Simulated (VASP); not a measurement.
Set up this calculation in VASP 6.6.1, as the native input.

```
Task                   : single point
Functional             : r2SCAN
Potentials or basis    : VASP PAW PBE potentials, release 64 (Cs_sv)
Cutoff                 : 520 eV
k mesh                 : 5 × 5 × 2
Occupations            : fermi-dirac, width 0.05 eV
Spin                   : no spin polarisation
Dipole correction      : no
Further INCAR settings : ALGO = Normal; EDIFF = 1e-07; NBANDS = 26
```

Crystal: Cs.

```xyz
4
Lattice="5.5659 0.0000 0.0000 -2.7830 4.8202 0.0000 0.0000 0.0000 18.5216" Properties=species:S:1:pos:R:3 pbc="T T T"
Cs    0.0000    0.0000    0.0000
Cs    0.0000    3.2135    4.6304
Cs    0.0000    0.0000    9.2608
Cs    2.7830    1.6067   13.8912
```

This isn't the form of Cs at room conditions, which is bcc.

One way to write it, as run:

POSCAR

```
Cs
1.0
    5.5659085700      0.0000000000      0.0000000000
   -2.7829542800      4.8202182200      0.0000000000
    0.0000000000      0.0000000000     18.5215751700
Cs
4
Direct
    0.0000000000      0.0000000000      0.0000000000
    0.3333333333      0.6666666667      0.2500000000
    0.0000000000      0.0000000000      0.5000000000
    0.6666666667      0.3333333333      0.7500000000
```

INCAR.step1

```
PREC = Accurate
ENCUT = 520
ISMEAR = -1
SIGMA = 0.05
LREAL = F
LASPH = T
NELM = 60
NBANDS = 26
GGA = PE
ALGO = Normal
EDIFF = 1E-4
LWAVE = T
LCHARG = F
```

INCAR.step2

```
PREC = Accurate
ENCUT = 520
EDIFF = 1E-7
ISMEAR = -1
SIGMA = 0.05
LREAL = F
LASPH = T
NELM = 60
ALGO = Normal
ISIF = 2
LWAVE = F
LCHARG = F
METAGGA = R2SCAN
LMIXTAU = T
NBANDS = 26
ISTART = 1
```

KPOINTS

```
Automatic mesh
0
Gamma
  5 5 2
```

Potentials or basis: VASP PAW PBE potentials, release 64 (Cs_sv).

The run is started by

```sh
$ cat potpaw_PBE.64/Cs_sv/POTCAR > POTCAR
$ cp INCAR.step1 INCAR
$ mpirun -np 1 vasp_std > vasp.out
$ cp INCAR.step2 INCAR
$ mpirun -np 1 vasp_std > vasp.out
```

Results of the run:

```
Pressure               : 0.0 GPa
Band gap on the k mesh : zero (bands 18 and 19 overlap by 1.50 eV)
```

Caveat: the PAW data sets were made with another functional, which shifts forces and pressure a little; spin-orbit coupling is left out, which moves the levels of the heavy elements.

Run time: 31 min on 1 thread of Oxide Virtual Turin-like Processor, with other jobs on the host, peak memory 0.6 GiB.
